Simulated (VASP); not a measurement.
Runs of VASP 6.6.1 on La. The structure is that of space group P6_3/mmc (No. 194), or close to it. The cells are those of the table. 

```csv
task,level,cell,cutoff (eV),gap on the mesh (eV),pressure (GPa),relaxed volume (Å³/atom)
relaxation of cell and atoms,PBEsol,"relaxed from a = 3.770, b = 3.770, c = 12.159 Å, angles 90.0, 90.0, 120.0°, 4 atoms",600,none,0.0,34.05
single point,PBEsol,"a = 3.745, b = 3.745, c = 12.077 Å, angles 90.0, 90.0, 120.0°, 4 atoms",520,none,(b),-
relaxation of cell and atoms,PBE,"relaxed from a = 3.770, b = 3.770, c = 12.159 Å, angles 90.0, 90.0, 120.0°, 4 atoms",600,none,0.0,37.23
single point,PBEsol,"a = 3.820, b = 3.820, c = 12.319 Å, angles 90.0, 90.0, 120.0°, 4 atoms",520,none,(a),-
relaxation of cell and atoms,RPBE,"relaxed from a = 3.770, b = 3.770, c = 12.159 Å, angles 90.0, 90.0, 120.0°, 4 atoms",600,none,0.0,39.14
relaxation of cell and atoms,revPBE,"relaxed from a = 3.770, b = 3.770, c = 12.159 Å, angles 90.0, 90.0, 120.0°, 4 atoms",600,none,0.0,38.61
```

Alike in all rows: potentials or basis VASP PAW PBE potentials, release 64 (La); no spin polarisation; k mesh 8 × 8 × 3; smearing fermi-dirac 0.05 eV.

Estimate the missing entries.

(a) -3.1; (b) -1.8.

Caveats: spin-orbit coupling is left out, which moves the levels of the heavy elements; the PAW data sets were made with another functional, which shifts forces and pressure a little (at least some runs); the cell stands under tension (at least some runs).

A k mesh can miss the band edges, and the runs leave out spin-orbit coupling on La.

A gap of «none» marks levels without a gap at the run's occupations.
